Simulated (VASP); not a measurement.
# CaZr3N2 (P-4m2) in VASP: notebook, part 2 of 2

VASP 6.6.1.

## (3) Single point, PBE

Contents of INCAR:

```
SYSTEM = CaZr3N2
ALGO     = Normal         ! electronic algorithm
EDIFF    = 1E-7           ! SCF threshold, eV
ENCUT    = 520            ! plane-wave cutoff, eV
GGA      = PE             ! functional
ISIF     = 2              ! what is computed and relaxed
ISMEAR   = 0              ! smearing method
LASPH    = .True.         ! aspherical terms in the spheres
LCHARG   = .False.        ! write CHGCAR
LREAL    = .False.        ! projectors in reciprocal space
LWAVE    = .False.        ! write WAVECAR
NBANDS   = 37             ! bands
NELM     = 60             ! most SCF steps
PREC     = Accurate       ! precision mode
SIGMA    = 0.1            ! smearing width, eV
```

Contents of KPOINTS:

```
k-points
0
Gamma
  10 10 6
  0 0 0
```

Contents of POSCAR:

```
CaZr3N2
1.0
    3.5758311326      0.0000000000      0.0000000000
    0.0000000000      3.5758311326      0.0000000000
    0.0000000000      0.0000000000      7.0186412708
Ca Zr N
1 3 2
Direct
    0.0000000000      0.0000000000      0.0000000000
    0.5000000000      0.5000000000      0.0000000000
    0.0000000000      0.5000000000      0.3702771648
    0.5000000000      0.0000000000      0.6297228352
    0.0000000000      0.5000000000      0.7151225461
    0.5000000000      0.0000000000      0.2848774539
```

Potentials or basis: VASP PAW PBE potentials, release 64 (Ca_sv, Zr_sv, N).

The run is started by

```sh
$ cat potpaw_PBE.64/Ca_sv/POTCAR potpaw_PBE.64/Zr_sv/POTCAR potpaw_PBE.64/N/POTCAR > POTCAR
$ mpirun -np 1 vasp_std > vasp.out
```

Wall time 4.5 min (1 thread of Intel Xeon 6975P-C, shared host); peak memory 0.37 GiB.

It converged, with:

- Free energy: -43.6536 eV
- Pressure: 0.4 GPa
- Largest force: 0.009 eV/Å
- Band gap on the k mesh: zero (band 28 reaches 10.46 eV, above the bottom of band 29 at 9.50 eV)

Forces on the atoms (eV/Å):
```
Ca   0.000  0.000  0.000
Zr   0.000  0.000  0.000
Zr   0.000  0.000  0.002
Zr   0.000  0.000 -0.002
N    0.000  0.000 -0.009
N    0.000  0.000  0.009
```

Stress tensor (GPa, compression positive):
```
0.47 0.00 0.00
0.00 0.47 0.00
0.00 0.00 0.23
```

Levels at points of the mesh, in eV from the Fermi level:
```csv
k point,band 25,band 26,band 27,band 28,band 29,band 30,band 31,band 32
"(0.00, 0.00, 0.00)",-2.63,-2.62,-1.76,-1.25,-0.15,0.32,0.40,0.40
"(0.50, 0.00, 0.00)",-1.07,-0.94,-0.51,0.34,1.08,1.17,1.64,2.02
"(0.50, 0.50, 0.00)",-1.68,-1.67,-0.33,-0.33,0.08,0.64,2.49,2.49
"(0.00, 0.00, 0.50)",-2.44,-2.36,-1.23,-1.17,-0.21,-0.21,-0.13,0.72
"(0.50, 0.00, 0.50)",-1.07,-0.90,0.19,0.67,0.91,1.01,1.09,1.81
"(0.50, 0.50, 0.50)",-1.40,-1.40,-1.40,-1.38,-0.09,0.64,2.39,2.39
```

## (4) Relaxation of cell and atoms, PBE

Contents of INCAR:

```
ALGO = Normal ; EDIFF = 1E-6
EDIFFG = -0.04 ; ENCUT = 600
GGA = PE ; IBRION = 2
ISIF = 3 ; ISMEAR = 0
LASPH = T ; LCHARG = F
LREAL = F ; LWAVE = F
NELM = 60 ; NSW = 90
PREC = Accurate ; SIGMA = 0.1
```

Contents of KPOINTS:

```
k-points
0
Gamma
  6 6 4
```

Contents of POSCAR:

```
CaZr3N2
1.0
    3.5786932087      0.0000000000      0.0000000000
    0.0000000000      3.5786932087      0.0000000000
    0.0000000000      0.0000000000      7.0035020445
Ca Zr N
1 3 2
Direct
    0.0000000000      0.0000000000      0.0000000000
    0.5000000000      0.5000000000      0.0000000000
    0.0000000000      0.5000000000      0.3701823492
    0.5000000000      0.0000000000      0.6298176508
    0.0000000000      0.5000000000      0.7197222128
    0.5000000000      0.0000000000      0.2802777872
```

The run is started by

```sh
$ cat potpaw_PBE.64/Ca_sv/POTCAR potpaw_PBE.64/Zr_sv/POTCAR potpaw_PBE.64/N/POTCAR > POTCAR
$ mpirun -np 1 vasp_std > vasp.out
```

Wall time 3.7 min (1 thread of Intel Xeon 6975P-C, shared host); peak memory 0.29 GiB.

The run converged. Its results:

```
Free energy                            : -43.6269 eV
Relaxed volume                         : 15.03 Å³/atom
Relaxed cell                           : a = 3.584 Å, b = 3.584 Å, c = 7.023 Å, α = 90.00°, β = 90.00°, γ = 90.00°
Space group after relaxing (to 0.05 Å) : P-4m2 (No. 115)
Energy gained by relaxing              : 0.0 meV/atom
Ionic steps                            : 2
Pressure after relaxing                : -0.3 GPa
Largest force after relaxing           : 0.018 eV/Å
Band gap on the k mesh                 : zero (band 28 reaches 10.38 eV, above the bottom of band 29 at 9.50 eV)
```

Forces on the atoms (eV/Å):
```
Ca   0.000  0.000  0.000
Zr   0.000  0.000  0.000
Zr   0.000  0.000  0.004
Zr   0.000  0.000 -0.004
N    0.000  0.000 -0.018
N    0.000  0.000  0.018
```

Stress tensor (GPa, compression positive):
```
-0.29  0.00  0.00
 0.00 -0.29  0.00
 0.00  0.00 -0.39
```

The path:
```
step  energy change (eV)  largest force (eV/Å)  pressure (GPa)  volume (Å³)
   1              0.0000                0.0110            0.42        89.69
   2             -0.0002                0.0185           -0.32        90.21
```

Final structure:
```yaml
crystal:
  lattice:
    - [3.58395, 0.00000, 0.00000]
    - [0.00000, 3.58395, 0.00000]
    - [0.00000, 0.00000, 7.02291]
  atoms:
    - { symbol: Ca, position: [0.00000, 0.00000, 0.00000] }
    - { symbol: Zr, position: [0.50000, 0.50000, 0.00000] }
    - { symbol: Zr, position: [0.00000, 0.50000, 0.37011] }
    - { symbol: Zr, position: [0.50000, 0.00000, 0.62989] }
    - { symbol: N, position: [0.00000, 0.50000, 0.71965] }
    - { symbol: N, position: [0.50000, 0.00000, 0.28035] }
```

Levels at points of the mesh, in eV from the Fermi level:
| k point | band 26 | band 27 | band 28 | band 29 | band 30 | band 31 |
| --- | --- | --- | --- | --- | --- | --- |
| (0.00, 0.00, 0.00) | -2.59 | -1.75 | -1.24 | -0.13 | 0.34 | 0.42 |
| (0.50, 0.00, 0.00) | -0.95 | -0.56 | 0.27 | 1.07 | 1.12 | 1.62 |
| (0.50, 0.50, 0.00) | -1.62 | -0.34 | -0.34 | 0.07 | 0.63 | 2.44 |
| (0.00, 0.00, 0.50) | -2.32 | -1.22 | -1.13 | -0.12 | -0.12 | -0.11 |
| (0.50, 0.00, 0.50) | -0.91 | 0.16 | 0.66 | 0.84 | 0.97 | 1.02 |
| (0.50, 0.50, 0.50) | -1.38 | -1.38 | -1.36 | -0.09 | 0.63 | 2.38 |

## (5) Relaxation of cell and atoms, PBE

This run uses another cell than the first one, of 14.76 Å³/atom, 0.987 times its volume.

Contents of INCAR:

```
SYSTEM = CaZr3N2
PREC = Accurate
ENCUT = 600
EDIFF = 1E-6
ISMEAR = 0
SIGMA = 0.1
LREAL = .False.
LASPH = .True.
NELM = 100
ALGO = Normal
ISIF = 3
LWAVE = .False.
LCHARG = .False.
GGA = PE
IBRION = 2
NSW = 90
EDIFFG = -0.04
```

Contents of KPOINTS:

```
Automatic mesh
0
Gamma
  6 6 2
  0 0 0
```

Contents of POSCAR:

```
CaZr3N2
1.0
    3.4318547300      0.0000000000      0.0000000000
    0.0000000000      3.4318547300      0.0000000000
    0.0000000000      0.0000000000      7.5213587700
Ca Zr N
1 3 2
Direct
    0.0000000000      0.0000000000      0.0000000000
    0.5000000000      0.5000000000      0.0000000000
    0.0000000000      0.5000000000      0.3820000000
    0.5000000000      0.0000000000      0.6180000000
    0.0000000000      0.5000000000      0.7340000300
    0.5000000000      0.0000000000      0.2659999700
```

The run is started by

```sh
$ cat potpaw_PBE.64/Ca_sv/POTCAR potpaw_PBE.64/Zr_sv/POTCAR potpaw_PBE.64/N/POTCAR > POTCAR
$ mpirun -np 1 vasp_std > vasp.out
```

Run time: 10 min. Hardware: 1 thread of Intel Xeon 6975P-C, shared host; peak memory 0.26 GiB.

The run converged. Its results:

| Property | Result |
| --- | --- |
| Free energy | -43.6770 eV |
| Relaxed volume | 15.00 Å³/atom |
| Relaxed cell | a = 3.586 Å, b = 3.586 Å, c = 7.000 Å, α = 90.00°, β = 90.00°, γ = 90.00° |
| Space group after relaxing (to 0.05 Å) | P-4m2 (No. 115) |
| Energy gained by relaxing | 129.1 meV/atom |
| Ionic steps | 13 |
| Pressure after relaxing | 0.0 GPa |
| Largest force after relaxing | 0.007 eV/Å |
| Band gap on the k mesh | zero (band 28 reaches 10.43 eV, above the bottom of band 29 at 9.50 eV) |

Forces in eV/Å, atoms in the order of the input:
```
Ca   0.000  0.000  0.000
Zr   0.000  0.000  0.000
Zr   0.000  0.000 -0.007
Zr   0.000  0.000  0.007
N    0.000  0.000  0.000
N    0.000  0.000  0.000
```

Stress tensor (GPa, compression positive):
```
-0.01  0.00  0.00
 0.00 -0.01  0.00
 0.00  0.00  0.16
```

The path:
| step | energy change (eV) | largest force (eV/Å) | pressure (GPa) | volume (Å³) |
| --- | --- | --- | --- | --- |
| 1 | 0.0000 | 2.3366 | 2.05 | 88.58 |
| 2 | -0.7527 | 0.3512 | -1.02 | 90.62 |
| 3 | -0.7551 | 0.1815 | -1.03 | 90.52 |
| 4 | -0.7608 | 0.1335 | 0.81 | 89.30 |
| 5 | -0.7612 | 0.1324 | 0.49 | 89.52 |
| 6 | -0.7644 | 0.1296 | 0.28 | 89.71 |
| 7 | -0.7648 | 0.2521 | -0.10 | 90.13 |
| 8 | -0.7658 | 0.1407 | 0.03 | 89.94 |
| 9 | -0.7689 | 0.0982 | -0.17 | 90.14 |
| 10 | -0.7710 | 0.0462 | -0.52 | 90.50 |
| 11 | -0.7732 | 0.0422 | -0.01 | 90.12 |
| 12 | -0.7736 | 0.0388 | 0.32 | 89.89 |
| 13 | -0.7748 | 0.0073 | 0.05 | 90.03 |

Final structure:
```
CELL_PARAMETERS angstrom
3.58607 0.00000 0.00000
0.00000 3.58607 0.00000
0.00000 0.00000 7.00048
ATOMIC_POSITIONS crystal
Ca 0.00000 0.00000 0.00000
Zr 0.50000 0.50000 0.00000
Zr 0.00000 0.50000 0.37040
Zr 0.50000 0.00000 0.62960
N 0.00000 0.50000 0.71699
N 0.50000 0.00000 0.28301
```

Levels at points of the mesh, in eV from the Fermi level:
| k point | band 24 | band 25 | band 26 | band 27 | band 28 | band 29 | band 30 | band 31 | band 32 | band 33 |
| --- | --- | --- | --- | --- | --- | --- | --- | --- | --- | --- |
| (0.00, 0.00, 0.00) | -2.67 | -2.67 | -2.67 | -1.78 | -1.24 | -0.18 | 0.30 | 0.35 | 0.35 | 1.13 |
| (0.50, 0.00, 0.00) | -4.02 | -1.09 | -0.97 | -0.57 | 0.29 | 1.03 | 1.10 | 1.57 | 1.96 | 2.06 |
| (0.50, 0.50, 0.00) | -3.99 | -1.71 | -1.69 | -0.35 | -0.35 | 0.07 | 0.62 | 2.39 | 2.39 | 2.76 |
| (0.00, 0.00, 0.50) | -3.03 | -2.47 | -2.34 | -1.22 | -1.16 | -0.24 | -0.24 | -0.15 | 0.63 | 1.13 |
| (0.50, 0.00, 0.50) | -3.98 | -1.10 | -0.93 | 0.12 | 0.64 | 0.86 | 0.94 | 1.03 | 1.76 | 2.20 |
| (0.50, 0.50, 0.50) | -3.68 | -1.44 | -1.40 | -1.40 | -1.40 | -0.10 | 0.62 | 2.30 | 2.30 | 3.11 |

Caveat: the k points lie up to 0.45 Å⁻¹ apart in the final cell.

## (6) The runs side by side

| task | cell | k mesh | cutoff (eV) | gap on the mesh (eV) | pressure (GPa) | relaxed volume (Å³/atom) | largest force (eV/Å) |
| --- | --- | --- | --- | --- | --- | --- | --- |
| single point | a = 3.576, b = 3.576, c = 7.020 Å, 6 atoms | 6 × 6 × 4 | 520 | none | 0.3 | - | 0.02 |
| single point | a = 3.576, b = 3.576, c = 7.019 Å, 6 atoms | 10 × 10 × 6 | 520 | none | 0.4 | - | 0.01 |
| relaxation of cell and atoms | relaxed from a = 3.579, b = 3.579, c = 7.004 Å, 6 atoms | 6 × 6 × 4 | 600 | none | -0.3 | 15.03 | 0.02 |
| relaxation of cell and atoms | relaxed from a = 3.432, b = 3.432, c = 7.521 Å, 6 atoms | 6 × 6 × 2 | 600 | none | 0.0 | 15.00 | 0.01 |

Some of these runs hold the atoms at other places in the same cell, which the table doesn't show; runs alike in all that it shows share one row.

Alike in all rows: level PBE; potentials or basis VASP PAW PBE potentials, release 64 (Ca_sv, Zr_sv, N); no spin polarisation; smearing gaussian 0.1 eV.

Caveats: some runs use coarse meshes.

Total energies depend on the potentials used, so only differences within one code and one set of settings carry meaning.
